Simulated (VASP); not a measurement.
# HgTe (I-4m2) in VASP: single point with LDA

Aim: the single point of HgTe with LDA.

Everything below comes from runs of VASP 6.6.1. Logs are shortened: lines on timing, memory, paths and dates and some standing lists are left out, and cuts for length are marked.

### 1 The cell of the first run

The structure is tetragonal, space group I-4m2 (No. 119). Conventional cell: a = 6.091 Å, b = 6.091 Å, c = 3.119 Å, α = 90.00°, β = 90.00°, γ = 90.00°. Hg (site symmetry -4m2) has 2 Hg at 3.12 Å and 8 Te at 3.14 to 3.84 Å within 4.1 Å. Within 4.1 Å of Te (site symmetry -4m2) lie 2 Te at 3.12 Å and 8 Hg at 3.14 to 3.84 Å.

### 2 Single point, LDA

File INCAR:

```
SYSTEM = HgTe
ALGO = Normal
EDIFF = 1E-7
ENCUT = 520
ISIF = 2
ISMEAR = -1
LASPH = .TRUE.
LCHARG = .FALSE.
LREAL = .FALSE.
LWAVE = .FALSE.
NBANDS = 16
NELM = 80
PREC = Accurate
SIGMA = 0.05
```

File KPOINTS:

```
k-points
0
G
  8 8 8
  0 0 0
```

File POSCAR:

```
HgTe
1.0
   -3.0456030000      3.0456030000      1.5594100000
    3.0456030000     -3.0456030000      1.5594100000
    3.0456030000      3.0456030000     -1.5594100000
Hg Te
1 1
Direct
    0.2500000000      0.7500000000      0.5000000000
    0.0000000000      0.0000000000      0.0000000000
```

Potentials or basis: VASP PAW LDA potentials, release 64 (Hg, Te).

Run with:

```sh
$ cat potpaw_LDA.64/Hg/POTCAR potpaw_LDA.64/Te/POTCAR > POTCAR
$ mpirun -np 1 vasp_std > vasp.out
```

OUTCAR:

```text
SYSTEM = HgTe
   EDIFF = 1E-7
   ENCUT = 520
   ISIF = 2
   ISMEAR = -1
   LASPH = .TRUE.
   LREAL = .FALSE.
   NELM = 80
   PREC = Accurate

 ion  position               nearest neighbor table
   1  0.250  0.750  0.500-   2 3.14   2 3.14   2 3.14   2 3.14
   2  0.000  0.000  0.000-   1 3.14   1 3.14   1 3.14   1 3.14

  LATTYP: Found a body centered tetragonal cell.
 ALAT       =     6.0912060000
 C/A-ratio  =     0.5120201156

  Lattice vectors:

 A1 = (  -3.0456030000,   3.0456030000,   1.5594100000)
 A2 = (   3.0456030000,  -3.0456030000,   1.5594100000)
 A3 = (   3.0456030000,   3.0456030000,  -1.5594100000)

Analysis of symmetry for initial positions (statically):
=====================================================================
 Subroutine PRICEL returns:
 Original cell was already a primitive cell.

 Routine SETGRP: Setting up the symmetry group for a
 body centered tetragonal supercell.

 Subroutine GETGRP returns: Found  8 space group operations
 (whereof  8 operations were pure point group operations)
 out of a pool of 16 trial point group operations.

The static configuration has the point symmetry D_2d.

Analysis of symmetry for dynamics (positions and initial velocities):
=====================================================================
 Subroutine PRICEL returns:
 Original cell was already a primitive cell.

 Routine SETGRP: Setting up the symmetry group for a
 body centered tetragonal supercell.

 Subroutine GETGRP returns: Found  8 space group operations
 (whereof  8 operations were pure point group operations)
 out of a pool of 16 trial point group operations.

The dynamic configuration has the point symmetry D_2d.

 Subroutine INISYM returns: Found  8 space group operations
 (whereof  8 operations are pure point group operations),
 and found     1 'primitive' translations

----------------------------------------------------------------------------------------

                                     Primitive cell

  volume of cell :      57.8585

  direct lattice vectors                    reciprocal lattice vectors
    -3.045603000  3.045603000  1.559410000     0.000000000  0.164171102  0.320634086
     3.045603000 -3.045603000  1.559410000     0.164171102  0.000000000  0.320634086
     3.045603000  3.045603000 -1.559410000     0.164171102  0.164171102  0.000000000

  length of vectors
     4.580737366  4.580737366  4.580737366     0.360219888  0.360219888  0.232172999

  position of ions in fractional coordinates (direct lattice)
     0.250000000  0.750000000  0.500000000
     0.000000000  0.000000000  0.000000000

  ion indices of the primitive-cell ions
   primitive index   ion index
                 1           1
                 2           2

----------------------------------------------------------------------------------------

 KPOINTS: k-points

Automatic generation of k-mesh.
 Grid dimensions read from file:
 generate k-points for:    8    8    8

 Generating k-lattice:

  Cartesian coordinates                     Fractional coordinates (reciprocal lattice)
     0.000000000  0.020521388  0.040079261     0.125000000  0.000000000  0.000000000
     0.020521388  0.000000000  0.040079261     0.000000000  0.125000000  0.000000000
     0.020521388  0.020521388  0.000000000     0.000000000  0.000000000  0.125000000

  Length of vectors
     0.045027486  0.045027486  0.029021625

  Shift w.r.t. Gamma in fractional coordinates (k-lattice)
     0.000000000  0.000000000  0.000000000

 Subroutine IBZKPT returns following result:
 ===========================================

 Found     59 irreducible k-points:

 Following reciprocal coordinates:
            Coordinates               Weight
  0.000000  0.000000  0.000000      1.000000
  0.125000  0.000000  0.000000      8.000000
  0.250000  0.000000  0.000000      8.000000
  0.375000  0.000000  0.000000      8.000000
  0.500000  0.000000  0.000000      4.000000
  0.125000  0.125000  0.000000      8.000000
[... 16 lines left out ...]
  0.250000  0.125000  0.125000     16.000000
  0.375000  0.125000  0.125000      8.000000
 [... further k-points ...]
   k-points           NKPTS =     59   k-points in BZ     NKDIM =     59   number of bands    NBANDS=     16
   number of dos      NEDOS =    301   number of ions     NIONS =      2
   total plane-waves  NPLWV =  46656
   dimension x,y,z NGX =    36 NGY =   36 NGZ =   36
   dimension x,y,z NGXF=    72 NGYF=   72 NGZF=   72
   ions per type =               1   1
   NGX,Y,Z   is equivalent  to a cutoff of  13.07, 13.07, 13.07 a.u.
   NGXF,Y,Z  is equivalent  to a cutoff of  26.13, 26.13, 26.13 a.u.
 SYSTEM =  HgTe
   PREC   = accura    normal or accurate (medium, high low for compatibility)
   ISTART =      0    job   : 0-new  1-cont  2-samecut
   ICHARG =      2    charge: 1-file 2-atom 10-const
   ISPIN  =      1    spin polarized calculation?
   LNONCOLLINEAR =      F non collinear calculations
   LSORBIT =      F    spin-orbit coupling
   LASPH  =      T    aspherical Exc in radial PAW
   ENCUT  =  520.0 eV  38.22 Ry    6.18 a.u.   8.52  8.52  8.52*2*pi/ulx,y,z
   NELM   =     80;   NELMIN=  2; NELMDL= -5     # of ELM steps
   EDIFF  = 0.1E-06   stopping-criterion for ELM
   LREAL  =      F    real-space projection
   EDIFFG = 0.1E-05   stopping-criterion for IOM
   NSW    =      0    number of steps for IOM
   IBRION =     -1    ionic relax: 0-MD 1-quasi-New 2-CG
   NFREE  =      0    steps in history (QN), initial steepest desc. (CG)
   ISIF   =      2    stress and relaxation
   ISYM   =      2    0-nonsym 1-usesym 2-fastsym
   POTIM  = 0.5000    time-step for ionic-motion
   TEBEG  =    0.0;   TEEND  =   0.0 temperature during run
   PSTRESS=    0.0 pullay stress
   NELECT =      18.0000    total number of electrons
   NUPDOWN=      -1.0000    fix difference up-down
   EMIN   =  10.00;   EMAX   =-10.00  energy-range for DOS
   EFERMI =   0.00;   METHOD = LEGACY
   ISMEAR =    -1;   SIGMA  =   0.05  broadening in eV -4-tet -1-fermi 0-gaus
   EFERMI_NEDOS =   21; number of points for ismear=-14 and -15
   IALGO  =     38    algorithm
   IMIX   =      4    mixing-type and parameters
     AMIX     =   0.40;   BMIX     =  1.00
     AMIX_MAG =   1.60;   BMIX_MAG =  1.00
  volume/ion in A,a.u.               =      28.93       195.22
  Fermi-wavevector in a.u.,A,eV,Ry     =   1.109286  2.096246 16.742166  1.230515
  Thomas-Fermi vector in A             =   2.245823
   LORBIT       =      0    0 simple, 1 ext, 2 COOP (PROOUT), +10 PAW based schemes
   GGA     = CA    functional components
   LHFCALC =     F    Hartree Fock is set to
   AEXX    =    0.0000 exact exchange contribution
   IVDW    =     0    specifies the selected vdW correction
   LEPSILON=     F    determine dielectric tensor
   LRPA    =     F    only Hartree local field effects (RPA)
 non-spin polarized calculation
  energy-cutoff  :      520.00
  volume of cell :       57.86
 maximum number of plane-waves:      1578
 NGX is ok and might be reduce to    36
   NGX = 17   NGY = 17   NGZ = 17

 number of electron      18.0000002 magnetization

 Free energy of the ion-electron system (eV)
  ---------------------------------------------------
  ext. energy  EPLUGINS =         0.00000000
  ---------------------------------------------------
  free energy    TOTEN  =        -4.76404290 eV

  energy without entropy =       -4.75910553  energy(sigma->0) =       -4.76157422

 E-fermi :   4.2602     XC(G=0): -10.0939

 val. band max:        4.1009713102   @ k =  -0.2500  -0.3750   0.1250
 cond. band min:       4.2622839832   @ k =  -0.2500   0.5000   0.1250
 fundamental gap:      0.1613126730
 Fermi energy:         4.2602282150

 k-point     1 :       0.0000    0.0000    0.0000
  band No.  band energies     occupation
      1      -8.2529      2.00000
      2      -3.1585      2.00000
      3      -2.4508      2.00000
      4      -2.3750      2.00000
      5      -1.9327      2.00000
      6      -1.9327      2.00000
[... 8 lines left out ...]
     15      14.2895      0.00000
     16      15.3290      0.00000

 k-point     2 :       0.1250    0.0000    0.0000
  band No.  band energies     occupation
      1      -8.0072      2.00000
      2      -2.9270      2.00000
      3      -2.4192      2.00000
      4      -2.3940      2.00000
      5      -2.0591      2.00000
      6      -2.0547      2.00000
[... 8 lines left out ...]
     15      14.2366      0.00000
     16      14.3055      0.00000

 k-point     3 :       0.2500    0.0000    0.0000
  band No.  band energies     occupation
      1      -7.3139      2.00000
      2      -2.4605      2.00000
      3      -2.4117      2.00000
      4      -2.3465      2.00000
      5      -2.2868      2.00000
      6      -2.2639      2.00000
[... 8 lines left out ...]
     15      12.8791      0.00000
     16      13.8126      0.00000

 k-point     4 :       0.3750    0.0000    0.0000
  band No.  band energies     occupation
      1      -6.3695      2.00000
      2      -2.6337      2.00000
      3      -2.5451      2.00000
      4      -2.3892      2.00000
      5      -2.2041      2.00000
      6      -1.9150      2.00000
[... 8 lines left out ...]
     15      12.1105      0.00000
     16      15.2757      0.00000
[... 324 lines left out ...]
 k-point    22 :       0.1250    0.1250    0.1250
  band No.  band energies     occupation
      1      -7.2169      2.00000
      2      -2.5068      2.00000
      3      -2.4277      2.00000
      4      -2.3480      2.00000
      5      -2.3078      2.00000
      6      -2.2149      2.00000
[... 8 lines left out ...]
     15      12.6631      0.00000
     16      13.4505      0.00000

 k-point    23 :       0.2500    0.1250    0.1250
  band No.  band energies     occupation
      1      -6.3071      2.00000
      2      -2.6491      2.00000
      3      -2.5181      2.00000
      4      -2.3837      2.00000
      5      -2.2120      2.00000
      6      -1.9626      2.00000
[... 8 lines left out ...]
     15      12.3765      0.00000
     16      13.8389      0.00000

 k-point    24 :       0.3750    0.1250    0.1250
  band No.  band energies     occupation
      1      -5.7832      2.00000
      2      -2.7697      2.00000
      3      -2.5456      2.00000
      4      -2.3284      2.00000
      5      -2.1844      2.00000
      6      -1.9367      2.00000
[... 8 lines left out ...]
     15      12.8301      0.00000
     16      13.7304      0.00000

 [... further k-points ...]

------------------------ aborting loop because EDIFF is reached ----------------------------------------

  FORCE on cell =-STRESS in cart. coord.  units (eV):
  Direction    XX          YY          ZZ          XY          YZ          ZX
  --------------------------------------------------------------------------------------
  -------------------------------------------------------------------------------------
  Total       -1.9344134     -1.9344134     -1.6281654      0.0000000      0.0000000      0.0000000
  in kB      -53.5664648    -53.5664648    -45.0860541      0.0000000      0.0000000      0.0000000
  external PRESSURE =     -50.7396612 kB  Pullay stress =       0.0000000 kB

 VOLUME and BASIS-vectors are now :
 -----------------------------------------------------------------------------
  energy-cutoff  :      520.00
  volume of cell :       57.86
      direct lattice vectors                 reciprocal lattice vectors
    -3.045603000  3.045603000  1.559410000     0.000000000  0.164171102  0.320634086
     3.045603000 -3.045603000  1.559410000     0.164171102  0.000000000  0.320634086
     3.045603000  3.045603000 -1.559410000     0.164171102  0.164171102  0.000000000

 POSITION                                       TOTAL-FORCE (eV/Angst)
 -----------------------------------------------------------------------------------
      3.04560      0.00000      0.77970        -0.000000     -0.000000      0.000000
      0.00000      0.00000      0.00000         0.000000      0.000000     -0.000000
 -----------------------------------------------------------------------------------
    total drift:                                0.000000     -0.000000     -0.000000

  FREE ENERGIE OF THE ION-ELECTRON SYSTEM (eV)
  ---------------------------------------------------
  free  energy   TOTEN  =        -4.7640429001 eV

  energy  without entropy=       -4.7591055315  energy(sigma->0) =       -4.76157422
```

It took 75 s on 1 thread of Intel Xeon 8259CL, shared host; peak memory 0.21 GiB.

Results:

| Property | Result |
| --- | --- |
| Free energy | -4.7640 eV |
| Pressure | -5.1 GPa |
| Band gap on the k mesh | zero (band 9 reaches 5.69 eV, above the bottom of band 10 at 2.74 eV) |

Stress tensor (GPa, compression positive):
```
-5.36  0.00  0.00
 0.00 -5.36  0.00
 0.00  0.00 -4.51
```

Caveat: spin-orbit coupling is left out, which moves the levels of the heavy elements.
